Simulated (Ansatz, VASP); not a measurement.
# Two plane-wave programs on Al2Ru

File INCAR:

```
PREC     = Accurate       # precision mode
ENCUT    = 520            # plane-wave cutoff, eV
EDIFF    = 1E-6           # SCF threshold, eV
ISMEAR   = -1             # smearing method
SIGMA    = 0.02           # smearing width, eV
LREAL    = False          # projectors in reciprocal space
LASPH    = True           # aspherical terms in the spheres
NELM     = 80             # most SCF steps
ALGO     = Fast           # electronic algorithm
ISIF     = 2              # what is computed and relaxed
LWAVE    = False          # write WAVECAR
LCHARG   = False          # write CHGCAR
GGA      = PS             # functional
NBANDS   = 17             # bands
```

Contents of KPOINTS:

```
regular mesh
0
Gamma
  18 18 18
```

POSCAR

```
Al2Ru
1.0
   -1.5604216200      1.5604216200      4.2218055900
    1.5604216200     -1.5604216200      4.2218055900
    1.5604216200      1.5604216200     -4.2218055900
Al Ru
2 1
Direct
    0.6592021900      0.6592021900      0.0000000000
    0.3407978100      0.3407978100      0.0000000000
    0.0000000000      0.0000000000      0.0000000000
```

Input for Ansatz:

```yaml
crystal:
  lattice:
    - [-1.56042162, 1.56042162, 4.22180559]
    - [1.56042162, -1.56042162, 4.22180559]
    - [1.56042162, 1.56042162, -4.22180559]
  atoms:
    - { symbol: Al, position: [0.65920219, 0.65920219, 0.0] }
    - { symbol: Al, position: [0.34079781, 0.34079781, 0.0] }
    - { symbol: Ru, position: [0.0, 0.0, 0.0] }
basis:
  ecutwfc: 420
kpoints:
  mp_grid: { grid: [18, 18, 18] }
hamiltonian:
  xc: pbesol
scf:
  occupations: { method: fermi_dirac, width: 0.02 }
output:
  forces: true
  stress: true
  eigenvalues: true
```

Alike in both runs: task single point; functional PBEsol; k mesh 18 × 18 × 18; occupations fermi-dirac, width 0.02 eV; no spin polarisation.

|  | VASP | Ansatz |
| --- | --- | --- |
| version | VASP 6.6.1 | Ansatz 0.2.0 |
| potentials or method | VASP PAW PBE potentials, release 64 (Al, Ru_pv), cutoff 520 eV | scalar-relativistic, plane waves, PAW |
| valence electrons in the cell | 20 | 22 |

|  | VASP | Ansatz | Ansatz less VASP |
| --- | --- | --- | --- |
| gap on the k mesh at the Fermi level (eV) | none | none | - |
| pressure (GPa) | -0.4 | -0.4 | -0.08 |
| traceless stress, the component that is largest in VASP (GPa) | -0.40 | -0.42 | -0.024 |
| rms of the force components (eV/Å) | 0.020 | 0.021 | +0.0003 |

VASP's potentials were made for PBE, not for PBEsol. Atom by atom the forces differ by 0.000 eV/Å (rms over components). A gap of «none» marks a metal or a gap that the smearing closes. With one functional, cell and mesh, what is left measures potentials, basis and numerics. VASP's potentials hold 20 valence electrons a cell and Ansatz's 22, so a difference there can come from the potentials and not from the codes.
